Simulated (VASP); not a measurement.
# HfO2 (fluorite type) (Fm-3m) in VASP: notebook

The runs below take HfO2 (fluorite type) through single point, relaxation of cell and atoms, with r2SCAN.

Program: VASP 6.6.1. These are calculated values, not measurements. Logs are shortened: lines on timing, memory, paths and dates and some standing lists are left out, and cuts for length are marked.

### Step 1. The cell of the first run

The structure is cubic, space group Fm-3m (No. 225). The conventional cell has a = 5.059 Å, b = 5.059 Å, c = 5.059 Å, α = 90.00°, β = 90.00°, γ = 90.00°. Hf (site symmetry m-3m) has 8 O at 2.19 Å within 2.9 Å. O (site symmetry -43m) has 4 Hf at 2.19 Å and 6 O at 2.53 Å within 2.9 Å.

### Step 2. Single point, r2SCAN

Input file POSCAR:

```
HfO2
1.0
    0.0000000000      2.5293298899      2.5293298899
    2.5293298899      0.0000000000      2.5293298899
    2.5293298899      2.5293298899      0.0000000000
Hf O
1 2
Direct
    0.0000000000      0.0000000000      0.0000000000
    0.2500000000      0.2500000000      0.2500000000
    0.7500000000      0.7500000000      0.7500000000
```

Input file INCAR.step1:

```
ALGO = Normal
EDIFF = 1E-4
ENCUT = 520
GGA = PE
ISMEAR = -1
LASPH = T
LCHARG = F
LREAL = F
LWAVE = T
NBANDS = 18
NELM = 60
PREC = Accurate
SIGMA = 0.1
```

Input file INCAR.step2:

```
ALGO = Normal
EDIFF = 1E-7
ENCUT = 520
ISIF = 2
ISMEAR = -1
ISTART = 1
LASPH = T
LCHARG = F
LMIXTAU = T
LREAL = F
LWAVE = F
METAGGA = R2SCAN
NBANDS = 18
NELM = 60
PREC = Accurate
SIGMA = 0.1
```

Input file KPOINTS:

```
k-points
0
Gamma
  11 11 11
```

Potentials or basis: VASP PAW PBE potentials, release 64 (Hf_pv, O).

Launch:

```console
$ cat potpaw_PBE.64/Hf_pv/POTCAR potpaw_PBE.64/O/POTCAR > POTCAR
$ cp INCAR.step1 INCAR
$ mpirun -np 1 vasp_std > vasp.out
$ cp INCAR.step2 INCAR
$ mpirun -np 1 vasp_std > vasp.out
```

OUTCAR:

```text
EDIFF = 1E-7
   ENCUT = 520
   ISIF = 2
   ISMEAR = -1
   ISTART = 1
   LASPH = T
   LREAL = F
   METAGGA = R2SCAN
   NELM = 60
   PREC = Accurate

 ion  position               nearest neighbor table
   1  0.000  0.000  0.000-   3 2.19   3 2.19   3 2.19   2 2.19   3 2.19   2 2.19   2 2.19   2 2.19

   2  0.250  0.250  0.250-   1 2.19   1 2.19   1 2.19   1 2.19
   3  0.750  0.750  0.750-   1 2.19   1 2.19   1 2.19   1 2.19

  LATTYP: Found a face centered cubic cell.
 ALAT       =     5.0586597798

  Lattice vectors:

 A1 = (   0.0000000000,   2.5293298899,   2.5293298899)
 A2 = (   2.5293298899,   0.0000000000,   2.5293298899)
 A3 = (   2.5293298899,   2.5293298899,   0.0000000000)

Analysis of symmetry for initial positions (statically):
=====================================================================
 Subroutine PRICEL returns:
 Original cell was already a primitive cell.

 Routine SETGRP: Setting up the symmetry group for a
 face centered cubic supercell.

 Subroutine GETGRP returns: Found 48 space group operations
 (whereof 48 operations were pure point group operations)
 out of a pool of 48 trial point group operations.

The static configuration has the point symmetry O_h .

Analysis of symmetry for dynamics (positions and initial velocities):
=====================================================================
 Subroutine PRICEL returns:
 Original cell was already a primitive cell.

 Routine SETGRP: Setting up the symmetry group for a
 face centered cubic supercell.

 Subroutine GETGRP returns: Found 48 space group operations
 (whereof 48 operations were pure point group operations)
 out of a pool of 48 trial point group operations.

The dynamic configuration has the point symmetry O_h .

 Subroutine INISYM returns: Found 48 space group operations
 (whereof 48 operations are pure point group operations),
 and found     1 'primitive' translations

----------------------------------------------------------------------------------------

                                     Primitive cell

  volume of cell :      32.3628

  direct lattice vectors                    reciprocal lattice vectors
     0.000000000  2.529329890  2.529329890    -0.197680817  0.197680817  0.197680817
     2.529329890  0.000000000  2.529329890     0.197680817 -0.197680817  0.197680817
     2.529329890  2.529329890  0.000000000     0.197680817  0.197680817 -0.197680817

  length of vectors
     3.577012634  3.577012634  3.577012634     0.342393219  0.342393219  0.342393219

  position of ions in fractional coordinates (direct lattice)
     0.000000000  0.000000000  0.000000000
     0.250000000  0.250000000  0.250000000
     0.750000000  0.750000000  0.750000000

  ion indices of the primitive-cell ions
   primitive index   ion index
                 1           1
                 2           2
                 3           3

----------------------------------------------------------------------------------------

 KPOINTS: k-points

Automatic generation of k-mesh.
 Grid dimensions read from file:
 generate k-points for:   11   11   11

 Generating k-lattice:

  Cartesian coordinates                     Fractional coordinates (reciprocal lattice)
    -0.017970983  0.017970983  0.017970983     0.090909091  0.000000000  0.000000000
     0.017970983 -0.017970983  0.017970983     0.000000000  0.090909091  0.000000000
     0.017970983  0.017970983 -0.017970983     0.000000000  0.000000000  0.090909091

  Length of vectors
     0.031126656  0.031126656  0.031126656

  Shift w.r.t. Gamma in fractional coordinates (k-lattice)
     0.000000000  0.000000000  0.000000000

 Subroutine IBZKPT returns following result:
 ===========================================

 Found     56 irreducible k-points:

 Following reciprocal coordinates:
            Coordinates               Weight
  0.000000  0.000000  0.000000      1.000000
  0.090909  0.000000  0.000000      8.000000
  0.181818  0.000000  0.000000      8.000000
  0.272727  0.000000  0.000000      8.000000
  0.363636  0.000000  0.000000      8.000000
  0.454545  0.000000  0.000000      8.000000
[... 16 lines left out ...]
 -0.272727  0.181818  0.000000     24.000000
 -0.181818  0.181818  0.000000     12.000000
 [... further k-points ...]
   k-points           NKPTS =     56   k-points in BZ     NKDIM =     56   number of bands    NBANDS=     18
   number of dos      NEDOS =    301   number of ions     NIONS =      3
   total plane-waves  NPLWV =  21952
   dimension x,y,z NGX =    28 NGY =   28 NGZ =   28
   dimension x,y,z NGXF=    56 NGYF=   56 NGZF=   56
   ions per type =               1   2
   NGX,Y,Z   is equivalent  to a cutoff of  13.01, 13.01, 13.01 a.u.
   NGXF,Y,Z  is equivalent  to a cutoff of  26.03, 26.03, 26.03 a.u.
 SYSTEM =  unknown system
   PREC   = accura    normal or accurate (medium, high low for compatibility)
   ISTART =      1    job   : 0-new  1-cont  2-samecut
   ICHARG =      0    charge: 1-file 2-atom 10-const
   ISPIN  =      1    spin polarized calculation?
   LNONCOLLINEAR =      F non collinear calculations
   LSORBIT =      F    spin-orbit coupling
   LASPH  =      T    aspherical Exc in radial PAW
   ENCUT  =  520.0 eV  38.22 Ry    6.18 a.u.   6.65  6.65  6.65*2*pi/ulx,y,z
   NELM   =     60;   NELMIN=  2; NELMDL=  0     # of ELM steps
   EDIFF  = 0.1E-06   stopping-criterion for ELM
   LREAL  =      F    real-space projection
   EDIFFG = 0.1E-05   stopping-criterion for IOM
   NSW    =      0    number of steps for IOM
   IBRION =     -1    ionic relax: 0-MD 1-quasi-New 2-CG
   NFREE  =      0    steps in history (QN), initial steepest desc. (CG)
   ISIF   =      2    stress and relaxation
   ISYM   =      2    0-nonsym 1-usesym 2-fastsym
   POTIM  = 0.5000    time-step for ionic-motion
   TEBEG  =    0.0;   TEEND  =   0.0 temperature during run
   PSTRESS=    0.0 pullay stress
   NELECT =      22.0000    total number of electrons
   NUPDOWN=      -1.0000    fix difference up-down
   EMIN   =  10.00;   EMAX   =-10.00  energy-range for DOS
   EFERMI =   0.00;   METHOD = LEGACY
   ISMEAR =    -1;   SIGMA  =   0.10  broadening in eV -4-tet -1-fermi 0-gaus
   EFERMI_NEDOS =   21; number of points for ismear=-14 and -15
   IALGO  =     38    algorithm
   IMIX   =      4    mixing-type and parameters
     AMIX     =   0.40;   BMIX     =  1.00
     AMIX_MAG =   1.60;   BMIX_MAG =  1.00
  volume/ion in A,a.u.               =      10.79        72.80
  Fermi-wavevector in a.u.,A,eV,Ry     =   1.439462  2.720189 28.191969  2.072051
  Thomas-Fermi vector in A             =   2.558315
   LORBIT       =      0    0 simple, 1 ext, 2 COOP (PROOUT), +10 PAW based schemes
   METAGGA = R2SCAN    functional components
   LHFCALC =     F    Hartree Fock is set to
   AEXX    =    0.0000 exact exchange contribution
   IVDW    =     0    specifies the selected vdW correction
   LEPSILON=     F    determine dielectric tensor
   LRPA    =     F    only Hartree local field effects (RPA)
 non-spin polarized calculation
  energy-cutoff  :      520.00
  volume of cell :       32.36
 maximum number of plane-waves:       895
   NGX = 13   NGY = 13   NGZ = 13

 number of electron      21.9999992 magnetization

 Free energy of the ion-electron system (eV)
  ---------------------------------------------------
  ext. energy  EPLUGINS =         0.00000000
  ---------------------------------------------------
  free energy    TOTEN  =       -68.54733375 eV

  energy without entropy =      -68.54733375  energy(sigma->0) =      -68.54733375

 E-fermi :   5.9907     XC(G=0): -12.6172

 val. band max:        3.9324807224   @ k =  -0.4545   0.4545   0.0000
 cond. band min:       8.3227627535   @ k =   0.4545   0.4545   0.0000
 fundamental gap:      4.3902820311
 Fermi energy:         5.9907147321

 k-point     1 :       0.0000    0.0000    0.0000
  band No.  band energies     occupation
      1     -26.6586      2.00000
      2     -26.6586      2.00000
      3     -26.6586      2.00000
      4     -15.8034      2.00000
      5     -12.7678      2.00000
      6      -1.5151      2.00000
[... 10 lines left out ...]
     17      15.0520      0.00000
     18      16.6771      0.00000

 k-point     2 :       0.0909    0.0000    0.0000
  band No.  band energies     occupation
      1     -26.6975      2.00000
      2     -26.6626      2.00000
      3     -26.6626      2.00000
      4     -15.6884      2.00000
      5     -12.8613      2.00000
      6      -1.4319      2.00000
[... 10 lines left out ...]
     17      14.8941      0.00000
     18      16.6763      0.00000

 k-point     3 :       0.1818    0.0000    0.0000
  band No.  band energies     occupation
      1     -26.7996      2.00000
      2     -26.6735      2.00000
      3     -26.6735      2.00000
      4     -15.3829      2.00000
      5     -13.0906      2.00000
      6      -1.2043      2.00000
[... 10 lines left out ...]
     17      14.5403      0.00000
     18      16.6742      0.00000

 k-point     4 :       0.2727    0.0000    0.0000
  band No.  band energies     occupation
      1     -26.9278      2.00000
      2     -26.6876      2.00000
      3     -26.6876      2.00000
      4     -14.9997      2.00000
      5     -13.3342      2.00000
      6      -0.8986      2.00000
[... 10 lines left out ...]
     17      14.2086      0.00000
     18      16.6664      0.00000

 k-point     5 :       0.3636    0.0000    0.0000
  band No.  band energies     occupation
      1     -27.0409      2.00000
      2     -26.7006      2.00000
      3     -26.7006      2.00000
      4     -14.7018      2.00000
      5     -13.4650      2.00000
      6      -0.6167      2.00000
[... 10 lines left out ...]
     17      14.2032      0.00000
     18      16.6533      0.00000

 k-point     6 :       0.4545    0.0000    0.0000
  band No.  band energies     occupation
      1     -27.1061      2.00000
      2     -26.7082      2.00000
      3     -26.7082      2.00000
      4     -14.5840      2.00000
      5     -13.4666      2.00000
      6      -0.4544      2.00000
[... 10 lines left out ...]
     17      13.9882      0.00000
     18      16.6606      0.00000

 k-point     7 :       0.0909    0.0909    0.0000
  band No.  band energies     occupation
      1     -26.7014      2.00000
      2     -26.6685      2.00000
      3     -26.6685      2.00000
      4     -15.6490      2.00000
      5     -12.8930      2.00000
      6      -1.4246      2.00000
[... 10 lines left out ...]
     17      14.8730      0.00000
     18      16.6757      0.00000

 k-point     8 :       0.1818    0.0909    0.0000
  band No.  band energies     occupation
      1     -26.7774      2.00000
      2     -26.6810      2.00000
      3     -26.6781      2.00000
      4     -15.4032      2.00000
      5     -13.0779      2.00000
      6      -1.2629      2.00000
[... 10 lines left out ...]
     17      14.6584      0.00000
     18      16.6742      0.00000
[... 229 lines left out ...]
     17      14.6533      0.00000
     18      16.6702      0.00000

 k-point    20 :       0.4545    0.1818    0.0000
  band No.  band energies     occupation
      1     -27.0488      2.00000
      2     -26.7801      2.00000
      3     -26.7314      2.00000
      4     -14.3485      2.00000
      5     -13.6408      2.00000
      6      -0.9018      2.00000
[... 10 lines left out ...]
     17      15.1530      0.00000
     18      16.6667      0.00000

 k-point    21 :      -0.4545    0.1818    0.0000
  band No.  band energies     occupation
      1     -27.0702      2.00000
      2     -26.8076      2.00000
      3     -26.7284      2.00000
      4     -14.3042      2.00000
      5     -13.6071      2.00000
      6      -0.9817      2.00000
[... 10 lines left out ...]
     17      15.1862      0.00000
     18      16.6657      0.00000

 k-point    22 :      -0.3636    0.1818    0.0000
  band No.  band energies     occupation
      1     -27.0466      2.00000
      2     -26.8159      2.00000
      3     -26.7171      2.00000
      4     -14.3352      2.00000
      5     -13.6220      2.00000
      6      -1.0082      2.00000
[... 10 lines left out ...]
     17      15.2755      0.00000
     18      16.6650      0.00000

 k-point    23 :      -0.2727    0.1818    0.0000
  band No.  band energies     occupation
      1     -26.9892      2.00000
      2     -26.7973      2.00000
      3     -26.7012      2.00000
      4     -14.5060      2.00000
      5     -13.5957      2.00000
      6      -1.0574      2.00000
[... 10 lines left out ...]
     17      15.1779      0.00000
     18      16.6679      0.00000

 k-point    24 :      -0.1818    0.1818    0.0000
  band No.  band energies     occupation
      1     -26.9184      2.00000
      2     -26.7537      2.00000
      3     -26.6855      2.00000
      4     -14.8335      2.00000
      5     -13.4389      2.00000
      6      -1.1207      2.00000
[... 10 lines left out ...]
     17      14.6113      0.00000
     18      16.6718      0.00000

 [... further k-points ...]

------------------------ aborting loop because EDIFF is reached ----------------------------------------

  FORCE on cell =-STRESS in cart. coord.  units (eV):
  Direction    XX          YY          ZZ          XY          YZ          ZX
  --------------------------------------------------------------------------------------
  -------------------------------------------------------------------------------------
  Total       -0.8114137     -0.8114137     -0.8114137     -0.0000000      0.0000000     -0.0000000
  in kB      -40.1704293    -40.1704293    -40.1704293     -0.0000000      0.0000000     -0.0000000
  external PRESSURE =     -40.1704293 kB  Pullay stress =       0.0000000 kB

 VOLUME and BASIS-vectors are now :
 -----------------------------------------------------------------------------
  energy-cutoff  :      520.00
  volume of cell :       32.36
      direct lattice vectors                 reciprocal lattice vectors
     0.000000000  2.529329890  2.529329890    -0.197680817  0.197680817  0.197680817
     2.529329890  0.000000000  2.529329890     0.197680817 -0.197680817  0.197680817
     2.529329890  2.529329890  0.000000000     0.197680817  0.197680817 -0.197680817

 POSITION                                       TOTAL-FORCE (eV/Angst)
 -----------------------------------------------------------------------------------
      0.00000      0.00000      0.00000         0.000000      0.000000      0.000000
      1.26466      1.26466      1.26466        -0.000000     -0.000000     -0.000000
      3.79399      3.79399      3.79399         0.000000      0.000000      0.000000
 -----------------------------------------------------------------------------------
    total drift:                                0.000000      0.000000      0.000000

  FREE ENERGIE OF THE ION-ELECTRON SYSTEM (eV)
  ---------------------------------------------------
  free  energy   TOTEN  =       -68.5473337492 eV

  energy  without entropy=      -68.5473337490  energy(sigma->0) =      -68.54733375
```

Wall time 78 s (1 thread of Intel Xeon 6975P-C (Granite Rapids), shared host); peak memory 0.18 GiB.

What came out:

* Free energy: -68.5473 eV
* Pressure: -4.0 GPa
* Band gap on the k mesh: 4.39 eV, indirect (least direct gap 4.47 eV)

Caveat: the PAW data sets were made with another functional, which shifts forces and pressure a little; spin-orbit coupling is left out, which moves the levels of the heavy elements.

### Step 3. Relaxation of cell and atoms, r2SCAN

This run uses another cell than the first one, of 10.00 Å³/atom, 0.927 times its volume.

Input file POSCAR:

```
HfO2
1.0
    0.0000000000      2.4662120743      2.4662120743
    2.4662120743      0.0000000000      2.4662120743
    2.4662120743      2.4662120743      0.0000000000
Hf O
1 2
Direct
    0.0000000000      0.0000000000      0.0000000000
    0.2500000000      0.2500000000      0.2500000000
    0.7500000000      0.7500000000      0.7500000000
```

Input file INCAR.step1:

```
PREC     = Accurate       # precision mode
ENCUT    = 600            # plane-wave cutoff, eV
ISMEAR   = -1             # smearing method
SIGMA    = 0.1            # smearing width, eV
LREAL    = F              # projectors in reciprocal space
LASPH    = T              # aspherical terms in the spheres
NELM     = 100            # most SCF steps
GGA      = PE             # functional
ALGO     = Normal         # electronic algorithm
EDIFF    = 1E-4           # SCF threshold, eV
LWAVE    = T              # write WAVECAR
LCHARG   = F              # write CHGCAR
```

Input file INCAR.step2:

```
PREC     = Accurate       # precision mode
ENCUT    = 600            # plane-wave cutoff, eV
EDIFF    = 1E-7           # SCF threshold, eV
ISMEAR   = -1             # smearing method
SIGMA    = 0.1            # smearing width, eV
LREAL    = F              # projectors in reciprocal space
LASPH    = T              # aspherical terms in the spheres
NELM     = 100            # most SCF steps
ALGO     = Normal         # electronic algorithm
ISIF     = 3              # what is computed and relaxed
LWAVE    = F              # write WAVECAR
LCHARG   = F              # write CHGCAR
METAGGA  = R2SCAN         # meta-GGA
LMIXTAU  = T            
IBRION   = 2              # ionic algorithm
NSW      = 60             # ionic steps
EDIFFG   = -0.005         # ionic threshold
ISTART   = 1
```

Input file KPOINTS:

```
Automatic mesh
0
Gamma
  11 11 11
```

Potentials or basis: VASP PAW PBE potentials, release 64 (Hf_pv, O).

Launch:

```console
$ cat potpaw_PBE.64/Hf_pv/POTCAR potpaw_PBE.64/O/POTCAR > POTCAR
$ cp INCAR.step1 INCAR
$ mpirun -np 1 vasp_std > vasp.out
$ cp INCAR.step2 INCAR
$ mpirun -np 1 vasp_std > vasp.out
```

Wall time 3.7 min (1 thread of Intel Xeon 6975P-C (Granite Rapids), shared host); peak memory 0.19 GiB.

The run converged. Its results:

```
Free energy                            : -68.5544 eV
Relaxed volume                         : 10.62 Å³/atom
Relaxed cell                           : a = 3.559 Å, b = 3.559 Å, c = 3.559 Å, α = 60.00°, β = 60.00°, γ = 60.00°
Space group after relaxing (to 0.05 Å) : Fm-3m (No. 225)
Energy gained by relaxing              : 34.8 meV/atom
Ionic steps                            : 4
Pressure after relaxing                : 0.0 GPa
Band gap on the k mesh                 : 4.44 eV, indirect (least direct gap 4.52 eV)
```

The path:
```
step  energy change (eV)  largest force (eV/Å)  pressure (GPa)  volume (Å³)
   1              0.0000                0.0000           18.96        30.00
   2              0.1819                0.0000          -23.49        35.44
   3             -0.1044                0.0000           -0.60        31.93
   4             -0.1045                0.0000           -0.04        31.86
```

Final structure:
```
CELL_PARAMETERS angstrom
0.00000 2.51629 2.51629
2.51629 0.00000 2.51629
2.51629 2.51629 0.00000
ATOMIC_POSITIONS crystal
Hf 0.00000 0.00000 0.00000
O 0.25000 0.25000 0.25000
O 0.75000 0.75000 0.75000
```

Levels at points of the mesh, in eV from the valence-band top:
```
           k point  band 9  band 10  band 11  band 12  band 13  band 14
(0.00, 0.00, 0.00)   -0.61    -0.61    -0.61     4.50     4.50     6.69
```

Caveat: the PAW data sets were made with another functional, which shifts forces and pressure a little; spin-orbit coupling is left out, which moves the levels of the heavy elements.
